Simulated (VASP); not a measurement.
Set up this calculation in VASP 6.6.1, as the native input.

| Quantity | Value |
| --- | --- |
| Task | single point |
| Functional | PBE |
| Potentials or basis | VASP PAW PBE potentials, release 64 (W_sv, O) |
| Cutoff | 520 eV |
| k mesh | 10 × 10 × 10 |
| Occupations | gaussian, width 0.02 eV |
| Spin | no spin polarisation |
| Hubbard terms | W d U = 6.2 eV |
| Dipole correction | no |
| Further INCAR settings | ALGO = Normal; EDIFF = 1e-06; NBANDS = 17 |

The structure of WO lies in POSCAR:

```
WO
1.0
    0.0000000000      2.5347959512      2.5347959512
    2.5347959512      0.0000000000      2.5347959512
    2.5347959512      2.5347959512      0.0000000000
W O
1 1
Direct
    0.0000000000      0.0000000000      0.0000000000
    0.2500000000      0.2500000000      0.2500000000
```

The input as run:

INCAR

```
ALGO = Normal ; EDIFF = 1E-6
ENCUT = 520 ; GGA = PE
ISIF = 2 ; ISMEAR = 0
LASPH = T ; LCHARG = F
LDAU = T ; LDAUJ = 0 0
LDAUL = 2 -1 ; LDAUPRINT = 1
LDAUTYPE = 2 ; LDAUU = 6.2 0
LMAXMIX = 4 ; LREAL = F
LWAVE = F ; NBANDS = 17
NELM = 150 ; PREC = Accurate
SIGMA = 0.02
```

KPOINTS

```
k-points
0
Gamma
  10 10 10
```

Potentials or basis: VASP PAW PBE potentials, release 64 (W_sv, O).

Command:

```sh
$ cat potpaw_PBE.64/W_sv/POTCAR potpaw_PBE.64/O/POTCAR > POTCAR
$ mpirun -np 1 vasp_std > vasp.out
```

It gave:

```
Pressure               : -26.3 GPa
Band gap on the k mesh : zero (band 10 reaches 6.90 eV, above the bottom of band 11 at 6.14 eV)
```

Caveat: spin-orbit coupling is left out, which moves the levels of the heavy elements; U without spin polarisation on a metal has little footing.

Wall time 20 s on 1 thread of Intel(R) Xeon(R) 6975P-C (Granite Rapids) (shared host), peak memory 0.17 GiB.
